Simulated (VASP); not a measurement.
A run of VASP 6.6.1 is set up as follows.

INCAR

```
  PREC = Accurate
  ENCUT = 520
  EDIFF = 1E-6
  ISMEAR = 0
  SIGMA = 0.02
  LREAL = Auto
  LASPH = T
  NELM = 100
  ALGO = Normal
  ISIF = 2
  LWAVE = F
  LCHARG = T
  GGA = PE
  IVDW = 12
  LELF = T
  LVHAR = T
  NBANDS = 150
```

File KPOINTS:

```
Automatic mesh
0
Gamma
  2 1 1
```

The input POSCAR:

```
TiSi40H22Cl4
1.0
    7.6791800000      0.0000000000      0.0000000000
    0.0000000000     15.3583590000      0.0000000000
    0.0000000000      0.0000000000     20.6143620000
H Si Ti Cl
22 40 1 4
Direct
    0.4093920100      0.0000000000      0.0485098700
    0.0906079700      0.0000000000      0.0485098700
    0.9093919800      0.0000000000      0.0485098700
    0.5906079500      0.0000000000      0.0485098700
    0.4093920100      0.2500000000      0.0485098700
    0.0906079700      0.2500000000      0.0485098700
    0.9093919800      0.2500000000      0.0485098700
    0.5906079500      0.2500000000      0.0485098700
    0.4093920100      0.5000000100      0.0485098700
    0.0906079700      0.5000000100      0.0485098700
    0.9093919800      0.5000000100      0.0485098700
    0.5906079500      0.5000000100      0.0485098700
    0.4093920100      0.7500000100      0.0485098700
    0.0906079700      0.7500000100      0.0485098700
    0.9093919800      0.7500000100      0.0485098700
    0.5906079500      0.7500000100      0.0485098700
    0.2500155722      0.2423111794      0.4131164350
    0.7499187733      0.2247499003      0.4145634589
    0.2495089854      0.5129016339      0.4145122526
    0.7503104808      0.5136055437      0.4147163355
    0.2495815255      0.7399584691      0.4114118691
    0.7500187210      0.7418727960      0.4131065522
    0.2499999900      0.0000000000      0.0904951600
    0.7499999700      0.0000000000      0.0904951600
    0.2499999900      0.2500000000      0.0904951600
    0.7499999700      0.2500000000      0.0904951600
    0.2499999900      0.5000000100      0.0904951600
    0.7499999700      0.5000000100      0.0904951600
    0.2499999900      0.7500000100      0.0904951600
    0.7499999700      0.7500000100      0.0904951600
    0.2497253440      0.1244559058      0.1533992608
    0.7497975950      0.1252624319      0.1528114028
    0.2500241845      0.3753380609      0.1584935403
    0.7499991404      0.3749911680      0.1586380769
    0.2499857461      0.6249871213      0.1528958920
    0.7499067143      0.6249483471      0.1527979993
    0.2500237266      0.8745617422      0.1578644201
    0.7500401267      0.8754406619      0.1586491345
   -0.0018547062      0.1261977991      0.2169667588
    0.5013343148      0.1262188858      0.2168653347
    0.0004173369      0.3756814741      0.2265465497
    0.4995988414      0.3756841155      0.2265709706
   -0.0002047518      0.6249711067      0.2158893716
    0.5000757956      0.6249535165      0.2159691955
    0.0012537081      0.8752186053      0.2259827835
    0.4988395756      0.8752016714      0.2259669725
    0.0208395735      0.0044499996      0.2889658821
    0.4802722178      0.0045535366      0.2887864617
    0.0056500566      0.2451740773      0.2878987803
    0.4943783153      0.2451272049      0.2878642326
   -0.0004458698      0.5068045573      0.2875687336
    0.5003314564      0.5067707349      0.2876721128
   -0.0006536471      0.7441574251      0.2865236129
    0.5005259290      0.7441893327      0.2866012475
    0.2506393752      0.0395967856      0.3634083729
    0.7505580106      0.0520759994      0.3225677703
    0.2500470319      0.1985651838      0.3478296818
    0.7500400849      0.2061017802      0.3430833440
    0.2498454667      0.5464321496      0.3461796023
    0.7500130151      0.5477793057      0.3464997223
    0.2498751929      0.7030793214      0.3439135867
    0.7499596467      0.7049932267      0.3458451022
    0.2524569801      0.7186310542      0.5363176472
    0.0134560783      0.6522823412      0.5052093246
    0.2535608066      0.7112016442      0.6421746538
    0.4876374166      0.6497694605      0.5040974993
    0.2556042414      0.8576227273      0.5122873561
```

Potentials or basis: VASP PAW PBE potentials, release 64 (H, Si, Ti_sv, Cl).

Run with:

```sh
$ cat potpaw_PBE.64/H/POTCAR potpaw_PBE.64/Si/POTCAR potpaw_PBE.64/Ti_sv/POTCAR potpaw_PBE.64/Cl/POTCAR > POTCAR
$ mpirun -np 1 vasp_std > vasp.out
```

(1) Estimate the dispersion energy per atom.

(2) Predict the band gap on the k mesh.

Results:

(1) -0.161 eV.

(2) 0.35 eV (least direct gap 0.36 eV).
